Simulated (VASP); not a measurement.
A run of VASP 6.6.1 is set up as follows.

The input INCAR:

```
PREC     = Accurate       # precision mode
ENCUT    = 520            # plane-wave cutoff, eV
EDIFF    = 1E-7           # SCF threshold, eV
ISMEAR   = 0              # smearing method
SIGMA    = 0.02           # smearing width, eV
LREAL    = False          # projectors in reciprocal space
LASPH    = True           # aspherical terms in the spheres
NELM     = 100            # most SCF steps
ALGO     = Normal         # electronic algorithm
ISIF     = 2              # what is computed and relaxed
LWAVE    = False          # write WAVECAR
LCHARG   = False          # write CHGCAR
GGA      = PE             # functional
NBANDS   = 16             # bands
```

The input KPOINTS:

```
Automatic mesh
0
Gamma
  8 6 8
```

File POSCAR:

```
MgS
1.0
    3.8518321234      0.0000000000      0.0000000000
    0.0000000000      5.1544036286      0.0000000000
    0.0000000000      0.0000000000      4.0968186339
Mg S
2 2
Direct
    0.5000000000      0.5000000000      0.1622021510
    0.0000000000      0.0000000000      0.8377978490
    0.5000000000      0.0000000000      0.2963185513
    0.0000000000      0.5000000000      0.7036814487
```

Potentials or basis: VASP PAW PBE potentials, release 64 (Mg, S).

Launch:

```bash
$ cat potpaw_PBE.64/Mg/POTCAR potpaw_PBE.64/S/POTCAR > POTCAR
$ mpirun -np 1 vasp_std > vasp.out
```

(1) Estimate the band gap on the k mesh.

(2) Predict the largest force.

(3) Estimate the pressure.

## Answers

(1) 2.14 eV.

(2) 0.708 eV/Å.

(3) -6.8 GPa.

Caveat: the cell differs from its parent crystal (Cd replaced by Mg, lengths x 0.993, strained); the cell stands under tension.
